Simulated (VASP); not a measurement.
A run of VASP 6.6.1 is set up as follows.

File INCAR:

```
SYSTEM = Bi2Se3
  PREC = Accurate
  ENCUT = 520
  EDIFF = 1E-7
  ISMEAR = -1
  SIGMA = 0.05
  LREAL = .False.
  LASPH = .True.
  NELM = 60
  ALGO = Normal
  ISIF = 2
  LWAVE = .False.
  LCHARG = .False.
  GGA = RE
  NBANDS = 32
```

KPOINTS

```
Automatic mesh
0
Gamma
  8 8 8
  0 0 0
```

File POSCAR:

```
Bi2Se3
1.0
    2.0852189429      1.2039017179      9.6085493036
   -2.0852189429      1.2039017179      9.6085493036
    0.0000000000     -2.4078034360      9.6085493036
Bi Se
2 3
Direct
    0.5992000000      0.5992000000      0.5992000000
    0.4008000000      0.4008000000      0.4008000000
    0.7883000000      0.7883000000      0.7883000000
    0.2117000000      0.2117000000      0.2117000000
    0.0000000000      0.0000000000      0.0000000000
```

Potentials or basis: VASP PAW PBE potentials, release 64 (Bi_d, Se).

Launch:

```sh
$ cat potpaw_PBE.64/Bi_d/POTCAR potpaw_PBE.64/Se/POTCAR > POTCAR
$ mpirun -np 1 vasp_std > vasp.out
```

Q: Estimate the band gap on the k mesh.

A: 0.28 eV.

Q: Estimate the pressure.

A: 2.5 GPa.

Stress tensor (GPa, compression positive):
```
2.41 0.00 0.00
0.00 2.41 0.00
0.00 0.00 2.54
```

Caveat: the PAW data sets were made with another functional, which shifts forces and pressure a little; spin-orbit coupling is left out, which moves the levels of the heavy elements. A k mesh can miss the band edges.
